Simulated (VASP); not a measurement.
Set up this calculation in VASP 6.6.1, as the native input.

| Item | Value |
| --- | --- |
| Task | relaxation of cell and atoms |
| Functional | PBEsol |
| Potentials or basis | VASP PAW PBE potentials, release 64 (W_sv) |
| Cutoff | 600 eV |
| k mesh | 12 × 12 × 12 |
| Occupations | fermi-dirac, width 0.05 eV |
| Spin | no spin polarisation |
| Target pressure | 5 GPa |
| Dipole correction | no |
| Further INCAR settings | ALGO = Normal; EDIFF = 1e-07; IBRION = 2; EDIFFG = -0.02; NSW = 80; ISIF = 3 |

The structure of W lies in POSCAR:

```
W
1.0
   -1.5823450000      1.5823450000      1.5823450000
    1.5823450000     -1.5823450000      1.5823450000
    1.5823450000      1.5823450000     -1.5823450000
W
1
Direct
    0.0000000000      0.0000000000      0.0000000000
```

These files were run (other wordings do the same):

INCAR

```
PREC     = Accurate       # precision mode
ENCUT    = 600            # plane-wave cutoff, eV
EDIFF    = 1E-7           # SCF threshold, eV
ISMEAR   = -1             # smearing method
SIGMA    = 0.05           # smearing width, eV
LREAL    = False          # projectors in reciprocal space
LASPH    = True           # aspherical terms in the spheres
NELM     = 80             # most SCF steps
ALGO     = Normal         # electronic algorithm
ISIF     = 3              # what is computed and relaxed
LWAVE    = False          # write WAVECAR
LCHARG   = False          # write CHGCAR
GGA      = PS             # functional
IBRION   = 2              # ionic algorithm
NSW      = 80             # ionic steps
EDIFFG   = -0.02          # ionic threshold
PSTRESS  = 50.0
```

KPOINTS

```
regular mesh
0
Gamma
  12 12 12
```

Potentials or basis: VASP PAW PBE potentials, release 64 (W_sv).

Run with:

```sh
$ cat potpaw_PBE.64/W_sv/POTCAR > POTCAR
$ mpirun -np 1 vasp_std > vasp.out
```

It gave:

```yaml
Relaxed_volume: 15.50 Å³/atom
Relaxed_cell: a = 2.720 Å, b = 2.720 Å, c = 2.720 Å, α = 109.47°, β = 109.47°, γ = 109.47°
Space_group_after_relaxing_to_0.05_Å: Im-3m (No. 229)
Energy_change_on_relaxing_the_enthalpy_is_what_falls: +2.8 meV/atom
Ionic_steps: 4
Pressure_after_relaxing: 5.0 GPa
Band_gap_on_the_k_mesh: zero (band 7 reaches 16.95 eV, above the bottom of band 8 at 10.33 eV)
```

Caveat: the cell is relaxed towards a set pressure, so the enthalpy falls and the energy may rise; the PAW data sets were made with another functional, which shifts forces and pressure a little; spin-orbit coupling is left out, which moves the levels of the heavy elements.

Run time: 14 s on 1 thread of Intel(R) Xeon(R) 6975P-C (Granite Rapids) (shared host), peak memory 0.16 GiB.
